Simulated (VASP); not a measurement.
Set up this calculation in VASP 6.6.1, as the native input.

```yaml
Task: single point
Functional: PBEsol
Potentials_or_basis: VASP PAW PBE potentials, release 64 (Al, Ga_d, N)
Cutoff: 520 eV
k_mesh: 8 × 8 × 4
Occupations: gaussian, width 0.02 eV
Spin: no spin polarisation
Dipole_correction: no
Further_INCAR_settings: ALGO = Normal; EDIFF = 1e-06; NBANDS = 46
```

The structure of Al2GaN3 lies in POSCAR:

```
Al2GaN3
1.0
    5.8580732872     -1.5992351560      0.0009298178
    5.8580732872      1.5992351560      0.0009298178
   -1.9341008233      0.0000000000      7.0892353343
Al Ga N
4 2 6
Direct
    0.9442094829      0.9442094829      0.3892317946
    0.8889313903      0.8889313903      0.7767015034
    0.2231418107      0.2231418107      0.4445132115
    0.5540491769      0.5540491769      0.1130296850
    0.2770821303      0.2770821303      0.0576223522
    0.6096504594      0.6096504594      0.7217877029
    0.1476133209      0.1476133209      0.1850004131
    0.4816489577      0.4816489577      0.8524466909
    0.8183309530      0.8183309530      0.5150587639
    0.7644028745      0.7644028745      0.9017209729
    0.0952971029      0.0952971029      0.5647077555
    0.4310073403      0.4310073403      0.2429801442
```

This cell differs from its parent crystal: biaxial strain in the a-b plane: +2.0 %.

One way to write it, as run:

INCAR

```
  ALGO = Normal
  EDIFF = 1E-6
  ENCUT = 520
  GGA = PS
  ISIF = 2
  ISMEAR = 0
  LASPH = T
  LCHARG = F
  LREAL = F
  LWAVE = F
  NBANDS = 46
  NELM = 100
  PREC = Accurate
  SIGMA = 0.02
```

KPOINTS

```
k-points
0
Gamma
  8 8 4
```

Potentials or basis: VASP PAW PBE potentials, release 64 (Al, Ga_d, N).

The run is started by

```bash
$ cat potpaw_PBE.64/Al/POTCAR potpaw_PBE.64/Ga_d/POTCAR potpaw_PBE.64/N/POTCAR > POTCAR
$ mpirun -np 1 vasp_std > vasp.out
```

Results of the run:

```
Pressure               : -5.1 GPa
Largest force          : 0.382 eV/Å
Band gap on the k mesh : 2.97 eV, direct
```

Caveat: the cell differs from its parent crystal (biaxial strain in the a-b plane: +2.0 %); the PAW data sets were made with another functional, which shifts forces and pressure a little.

Wall time 10 min on 1 thread of Intel(R) Xeon(R) Platinum 8488C (Sapphire Rapids) (shared host), peak memory 0.59 GiB.
